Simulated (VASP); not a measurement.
# TiC27 (a cell with a defect) in VASP: single point with PBE

Aim: the single point of TiC27 (a cell with a defect) with PBE.

Everything below comes from runs of VASP 6.6.1. Logs are shortened: lines on timing, memory, paths and dates and some standing lists are left out, and cuts for length are marked.

### 1 The cell of the first run

The cell holds a defect, 28 atoms: a = 6.526 Å, b = 6.526 Å, c = 9.367 Å, α = 69.61°, β = 69.61°, γ = 60.00°.

### 2 Single point, PBE

Contents of INCAR:

```
SYSTEM = TiC27
ALGO = Normal ; EDIFF = 1E-6
ENCUT = 520 ; GGA = PE
GGA_COMPAT = .FALSE. ; ISIF = 2
ISMEAR = 0 ; LASPH = .TRUE.
LCHARG = .FALSE. ; LREAL = .FALSE.
LWAVE = .FALSE. ; NBANDS = 80
NELM = 120 ; PREC = Accurate
SIGMA = 0.1
```

Contents of KPOINTS:

```
k-points
0
G
  5 5 5
  0 0 0
```

Contents of POSCAR:

```
TiC27
1.0
   -4.9330325265     -4.2721314856      0.0000000000
    1.2332581316     -6.4081972285      0.0000000000
   -1.2332581316     -3.5601095714      8.5756686354
Ti C
1 27
Direct
    0.7396646396      0.8825217825      0.9238632239
    0.9346485625      0.5050331030      0.7627676412
    0.5077242782      0.7936047445      0.7598189188
    0.6507476017      0.3674234870      0.7598189188
    0.2245663442      0.6505814211      0.7598189188
    0.3621759602      0.2261221218      0.7627676412
    0.0832649789      0.0775057054      0.7627676412
    0.4645467307      0.6074038736      0.7492169507
    0.5867240944      0.1814605686      0.7812125720
    0.1731365421      0.4620823817      0.7596538452
    0.3192252388      0.0336986595      0.7596538452
    0.8908415167      0.3159936850      0.7596538452
    0.0386034257      0.8791741936      0.7812125720
    0.7363170507      0.7295812373      0.7812125720
    0.9727809469      0.1156380898      0.2245143021
    0.1156964775      0.6867926624      0.2248831316
    0.6879951289      0.9740191460      0.2228707541
    0.8311620032      0.5436863995      0.2228707541
    0.4008292566      0.8308522718      0.2228707541
    0.5439355196      0.4011991571      0.2248831316
    0.2583420143      0.2585536203      0.2248831316
    0.6400790200      0.7829361629      0.2226200827
    0.7823948478      0.3532620385      0.2241710549
    0.3533470339      0.6391813099      0.2245505624
    0.4963241671      0.2114925223      0.2245505624
    0.0686353795      0.4962041768      0.2245505624
    0.2104048957      0.0687434874      0.2241710549
    0.9258863445      0.9252519906      0.2241710549
```

Potentials or basis: VASP PAW PBE potentials, release 64 (Ti_sv, C).

Started as:

```sh
$ cat potpaw_PBE.64/Ti_sv/POTCAR potpaw_PBE.64/C/POTCAR > POTCAR
$ mpirun -np 1 vasp_std > vasp.out
```

OUTCAR:

```text
SYSTEM = TiC27
   EDIFF = 1E-6
   ENCUT = 520
   GGA = PE
   ISIF = 2
   ISMEAR = 0
   LASPH = .TRUE.
   LREAL = .FALSE.
   NELM = 120
   PREC = Accurate

 ion  position               nearest neighbor table
   1  0.740  0.883  0.924-  14 1.94   9 1.94  13 1.94
   2  0.935  0.505  0.763-  14 1.41  12 1.41  10 1.43
   3  0.508  0.794  0.760-  14 1.40   8 1.42  11 1.43
   4  0.651  0.367  0.760-   9 1.40   8 1.42  12 1.43
   5  0.225  0.651  0.760-  13 1.40   8 1.42  10 1.43
   6  0.362  0.226  0.763-   9 1.41  10 1.41  11 1.43
[... 20 lines left out ...]
  27  0.210  0.069  0.224-  15 1.42  21 1.42  19 1.42
  28  0.926  0.925  0.224-  15 1.42  16 1.42  17 1.42

  LATTYP: Found a trigonal (rhomboedric) cell.
 ALAT       =     9.3668243457
 COS(alpha) =     0.7573103480

  Lattice vectors:

 A1 = (   3.6997743949,   0.7120219142,   8.5756686354)
 A2 = (  -2.4665162632,   2.8480876571,   8.5756686354)
 A3 = (  -1.2332581316,  -3.5601095714,   8.5756686354)

Analysis of symmetry for initial positions (statically):
=====================================================================
 Subroutine PRICEL returns:
 Original cell was already a primitive cell.

 Routine SETGRP: Setting up the symmetry group for a
 trigonal (rhombohedral) supercell.

 Subroutine GETGRP returns: Found  3 space group operations
 (whereof  1 operations were pure point group operations)
 out of a pool of 12 trial point group operations.

The static configuration has the point symmetry C_1 .
 The point group associated with its full space group is C_3 .

Analysis of symmetry for dynamics (positions and initial velocities):
=====================================================================
 Subroutine PRICEL returns:
 Original cell was already a primitive cell.

 Routine SETGRP: Setting up the symmetry group for a
 trigonal (rhombohedral) supercell.

 Subroutine GETGRP returns: Found  3 space group operations
 (whereof  1 operations were pure point group operations)
 out of a pool of 12 trial point group operations.

The dynamic configuration has the point symmetry C_1 .
 The point group associated with its full space group is C_3 .

 Subroutine INISYM returns: Found  3 space group operations
 (whereof  1 operations are pure point group operations),
 and found     1 'primitive' translations

----------------------------------------------------------------------------------------

                                     Primitive cell

  volume of cell :     316.2748

  direct lattice vectors                    reciprocal lattice vectors
    -4.933032526 -4.272131486  0.000000000    -0.173755768 -0.033439313 -0.038869661
     1.233258132 -6.408197228  0.000000000     0.115837179 -0.133757253 -0.038869661
    -1.233258132 -3.560109571  8.575668635     0.000000000  0.000000000  0.116608983

  length of vectors
     6.525788637  6.525788637  9.366824346     0.181163201  0.181163201  0.116608983

  position of ions in fractional coordinates (direct lattice)
     0.739664640  0.882521782  0.923863224
     0.934648563  0.505033103  0.762767641
     0.507724278  0.793604745  0.759818919
     0.650747602  0.367423487  0.759818919
     0.224566344  0.650581421  0.759818919
     0.362175960  0.226122122  0.762767641
[... 20 lines left out ...]
     0.210404896  0.068743487  0.224171055
     0.925886345  0.925251991  0.224171055

  ion indices of the primitive-cell ions
   primitive index   ion index
                 1           1
                 2           2
                 3           3
                 4           4
                 5           5
                 6           6
[... 20 lines left out ...]
                27          27
                28          28

----------------------------------------------------------------------------------------

 KPOINTS: k-points

Automatic generation of k-mesh.
 Grid dimensions read from file:
 generate k-points for:    5    5    5

 Generating k-lattice:

  Cartesian coordinates                     Fractional coordinates (reciprocal lattice)
    -0.034751154 -0.006687863 -0.007773932     0.200000000 -0.000000000  0.000000000
     0.023167436 -0.026751451 -0.007773932     0.000000000  0.200000000  0.000000000
     0.000000000  0.000000000  0.023321797     0.000000000  0.000000000  0.200000000

  Length of vectors
     0.036232640  0.036232640  0.023321797

  Shift w.r.t. Gamma in fractional coordinates (k-lattice)
     0.000000000  0.000000000  0.000000000

 Subroutine IBZKPT returns following result:
 ===========================================

 Found     23 irreducible k-points:

 Following reciprocal coordinates:
            Coordinates               Weight
  0.000000  0.000000  0.000000      1.000000
  0.200000  0.000000  0.000000      6.000000
  0.400000  0.000000  0.000000      6.000000
  0.200000  0.200000  0.000000      6.000000
  0.400000  0.200000  0.000000      6.000000
 -0.200000  0.200000  0.200000      6.000000
[... 15 lines left out ...]
  0.000000  0.000000  0.400000      2.000000
 -0.200000 -0.000000  0.400000      6.000000
   k-points           NKPTS =     23   k-points in BZ     NKDIM =     23   number of bands    NBANDS=     80
   number of dos      NEDOS =    301   number of ions     NIONS =     28
   total plane-waves  NPLWV = 175000
   dimension x,y,z NGX =    50 NGY =   50 NGZ =   70
   dimension x,y,z NGXF=   100 NGYF=  100 NGZF=  140
   ions per type =               1  27
   NGX,Y,Z   is equivalent  to a cutoff of  12.74, 12.74, 12.42 a.u.
   NGXF,Y,Z  is equivalent  to a cutoff of  25.48, 25.48, 24.85 a.u.
 SYSTEM =  TiC27
   PREC   = accura    normal or accurate (medium, high low for compatibility)
   ISTART =      0    job   : 0-new  1-cont  2-samecut
   ICHARG =      2    charge: 1-file 2-atom 10-const
   ISPIN  =      1    spin polarized calculation?
   LNONCOLLINEAR =      F non collinear calculations
   LSORBIT =      F    spin-orbit coupling
   LASPH  =      T    aspherical Exc in radial PAW
   ENCUT  =  520.0 eV  38.22 Ry    6.18 a.u.  12.13 12.13 17.42*2*pi/ulx,y,z
   NELM   =    120;   NELMIN=  2; NELMDL= -5     # of ELM steps
   EDIFF  = 0.1E-05   stopping-criterion for ELM
   LREAL  =      F    real-space projection
   EDIFFG = 0.1E-04   stopping-criterion for IOM
   NSW    =      0    number of steps for IOM
   IBRION =     -1    ionic relax: 0-MD 1-quasi-New 2-CG
   NFREE  =      0    steps in history (QN), initial steepest desc. (CG)
   ISIF   =      2    stress and relaxation
   ISYM   =      2    0-nonsym 1-usesym 2-fastsym
   POTIM  = 0.5000    time-step for ionic-motion
   TEBEG  =    0.0;   TEEND  =   0.0 temperature during run
   PSTRESS=    0.0 pullay stress
   NELECT =     120.0000    total number of electrons
   NUPDOWN=      -1.0000    fix difference up-down
   EMIN   =  10.00;   EMAX   =-10.00  energy-range for DOS
   EFERMI =   0.00;   METHOD = LEGACY
   ISMEAR =     0;   SIGMA  =   0.10  broadening in eV -4-tet -1-fermi 0-gaus
   EFERMI_NEDOS =   21; number of points for ismear=-14 and -15
   IALGO  =     38    algorithm
   IMIX   =      4    mixing-type and parameters
     AMIX     =   0.40;   BMIX     =  1.00
     AMIX_MAG =   1.60;   BMIX_MAG =  1.00
  volume/ion in A,a.u.               =      11.30        76.23
  Fermi-wavevector in a.u.,A,eV,Ry     =   1.185169  2.239645 19.111099  1.404626
  Thomas-Fermi vector in A             =   2.321368
   LORBIT       =      0    0 simple, 1 ext, 2 COOP (PROOUT), +10 PAW based schemes
   GGA     = PE    functional components
   LHFCALC =     F    Hartree Fock is set to
   AEXX    =    0.0000 exact exchange contribution
   IVDW    =     0    specifies the selected vdW correction
   LEPSILON=     F    determine dielectric tensor
   LRPA    =     F    only Hartree local field effects (RPA)
 non-spin polarized calculation
 Gauss-broadening in eV      SIGMA  =   0.10
  energy-cutoff  :      520.00
  volume of cell :      316.27
 maximum number of plane-waves:      8538
 NGX is ok and might be reduce to    50
   NGX = 25   NGY = 25   NGZ = 35

 number of electron     119.9999997 magnetization

 Free energy of the ion-electron system (eV)
  ---------------------------------------------------
  ext. energy  EPLUGINS =         0.00000000
  ---------------------------------------------------
  free energy    TOTEN  =      -252.22519529 eV

  energy without entropy =     -252.20149935  energy(sigma->0) =     -252.21334732

 E-fermi :   3.3005     XC(G=0):  -8.9040

 val. band max:        3.2700349331   @ k =  -0.4000   0.2000   0.2000
 cond. band min:       3.3317784462   @ k =  -0.4000   0.2000   0.2000
 fundamental gap:      0.0617435131
 Fermi energy:         3.3004806247

 k-point     1 :       0.0000    0.0000    0.0000
  band No.  band energies     occupation
      1     -53.3188      2.00000
      2     -29.8131      2.00000
      3     -29.8131      2.00000
      4     -29.3985      2.00000
      5     -16.8083      2.00000
      6     -15.5237      2.00000
[... 64 lines left out ...]
     71       7.2941      0.00000
     72       7.2941      0.00000

 k-point     2 :       0.2000    0.0000    0.0000
  band No.  band energies     occupation
      1     -53.3188      2.00000
      2     -29.8132      2.00000
      3     -29.8131      2.00000
      4     -29.3985      2.00000
      5     -16.6736      2.00000
      6     -15.4090      2.00000
[... 64 lines left out ...]
     71       7.1861      0.00000
     72       7.5171      0.00000

 k-point     3 :       0.4000    0.0000    0.0000
  band No.  band energies     occupation
      1     -53.3188      2.00000
      2     -29.8132      2.00000
      3     -29.8132      2.00000
      4     -29.3985      2.00000
      5     -16.2718      2.00000
      6     -15.5973      2.00000
[... 1489 lines left out ...]
     71       7.3032      0.00000
     72       7.3060      0.00000

 k-point    23 :      -0.2000   -0.0000    0.4000
  band No.  band energies     occupation
      1     -53.3188      2.00000
      2     -29.8132      2.00000
      3     -29.8131      2.00000
      4     -29.3985      2.00000
      5     -16.6733      2.00000
      6     -15.4093      2.00000
[... 64 lines left out ...]
     71       7.2673      0.00000
     72       7.5264      0.00000
 [bands above 72 left out]

------------------------ aborting loop because EDIFF is reached ----------------------------------------

  FORCE on cell =-STRESS in cart. coord.  units (eV):
  Direction    XX          YY          ZZ          XY          YZ          ZX
  --------------------------------------------------------------------------------------
  -------------------------------------------------------------------------------------
  Total       14.1871069     14.1871069     -0.4030754      0.0000001      0.0000000     -0.0000000
  in kB       71.8687010     71.8687010     -2.0418895      0.0000003      0.0000000     -0.0000000
  external PRESSURE =      47.2318375 kB  Pullay stress =       0.0000000 kB

 VOLUME and BASIS-vectors are now :
 -----------------------------------------------------------------------------
  energy-cutoff  :      520.00
  volume of cell :      316.27
      direct lattice vectors                 reciprocal lattice vectors
    -4.933032526 -4.272131486  0.000000000    -0.173755768 -0.033439313 -0.038869661
     1.233258132 -6.408197228  0.000000000     0.115837179 -0.133757253 -0.038869661
    -1.233258132 -3.560109571  8.575668635     0.000000000  0.000000000  0.116608983

 POSITION                                       TOTAL-FORCE (eV/Angst)
 -----------------------------------------------------------------------------------
     -3.69977    -12.10437      7.92274        -0.000000      0.000000     -0.032017
     -4.92850     -9.94483      6.54124        -0.004368     -0.019482     -0.025687
     -2.46295     -9.95968      6.51596         0.008989     -0.031087     -0.012761
     -3.69408     -7.83964      6.51596        -0.031417      0.007758     -0.012761
     -1.24251     -7.83347      6.51596         0.022427      0.023328     -0.012761
     -2.44845     -5.71183      6.54124        -0.014688      0.013524     -0.025687
[... 20 lines left out ...]
     -1.22962     -2.13747      1.92242         0.000414     -0.001192     -0.000281
     -3.70281    -10.68278      1.92242        -0.001239      0.000237     -0.000281
 -----------------------------------------------------------------------------------
    total drift:                                0.000004     -0.000018     -0.000687

  FREE ENERGIE OF THE ION-ELECTRON SYSTEM (eV)
  ---------------------------------------------------
  free  energy   TOTEN  =      -252.2251952945 eV

  energy  without entropy=     -252.2014993535  energy(sigma->0) =     -252.21334732
```

Run time: 8.4 min. Hardware: 1 thread of Intel Xeon 6975P-C (Granite Rapids), shared host; peak memory 0.67 GiB.

What came out:

```yaml
Free_energy: -252.2252 eV
Pressure: 4.7 GPa
Largest_force: 0.052 eV/Å
Band_gap_on_the_k_mesh: 0.06 eV
```

Forces in eV/Å, atoms in the order of the input:
```
Ti   0.000  0.000 -0.032
C   -0.004 -0.019 -0.026
C    0.009 -0.031 -0.013
C   -0.031  0.008 -0.013
C    0.022  0.023 -0.013
C   -0.015  0.014 -0.026
C    0.019  0.006 -0.026
C    0.000  0.000 -0.001
C   -0.041  0.006  0.031
C    0.017 -0.018  0.018
C   -0.024 -0.005  0.018
C    0.008  0.024  0.018
C    0.026  0.032  0.031
C    0.015 -0.039  0.031
C    0.000  0.000  0.000
C    0.000  0.001  0.005
C    0.001  0.000 -0.003
C    0.000 -0.001 -0.003
C   -0.001  0.001 -0.003
C    0.001 -0.001  0.005
C   -0.001  0.000  0.005
C    0.000  0.000  0.008
C    0.001  0.001  0.000
C   -0.001  0.000 -0.003
C    0.000  0.001 -0.003
C    0.001 -0.001 -0.003
C    0.000 -0.001  0.000
C   -0.001  0.000  0.000
```

Stress tensor (GPa, compression positive):
```
 7.19  0.00  0.00
 0.00  7.19  0.00
 0.00  0.00 -0.20
```
